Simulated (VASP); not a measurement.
# GaN: single point with PBE

GaN:

```
CELL_PARAMETERS angstrom
0.00000 2.25350 2.25350
2.25350 0.00000 2.25350
2.25350 2.25350 0.00000
ATOMIC_POSITIONS crystal
Ga 0.00000 0.00000 0.00000
N 0.75000 0.75000 0.75000
```

```json
{
  "Program": "VASP 6.6.1",
  "Task": "single point",
  "Functional": "PBE",
  "Potentials or basis": "VASP PAW PBE potentials, release 64 (Ga_d, N)",
  "Cutoff": "600 eV",
  "k mesh": "5 × 5 × 5",
  "Occupations": "gaussian, width 0.01 eV",
  "Spin": "no spin polarisation",
  "Dipole correction": "no",
  "Further INCAR settings": "ALGO = Normal; EDIFF = 1e-06; NBANDS = 16"
}
```

| Item | Value |
| --- | --- |
| Pressure | 4.9 GPa |
| Band gap on the k mesh | 1.72 eV, direct |

Levels at points of the mesh, in eV from the valence-band top:
```csv
k point,band 6,band 7,band 8,band 9,band 10,band 11,band 12,band 13
"(0.00, 0.00, 0.00)",-13.14,0.00,0.00,0.00,1.72,10.29,10.29,10.29
```

Run time: 9.4 s on 1 thread of Intel(R) Xeon(R) Platinum 8488C (Sapphire Rapids) (shared host), peak memory 0.15 GiB.

Caveat: the k points lie up to 0.48 Å⁻¹ apart. Expect the measured gap to be larger: semilocal functionals such as PBE lack the derivative discontinuity.
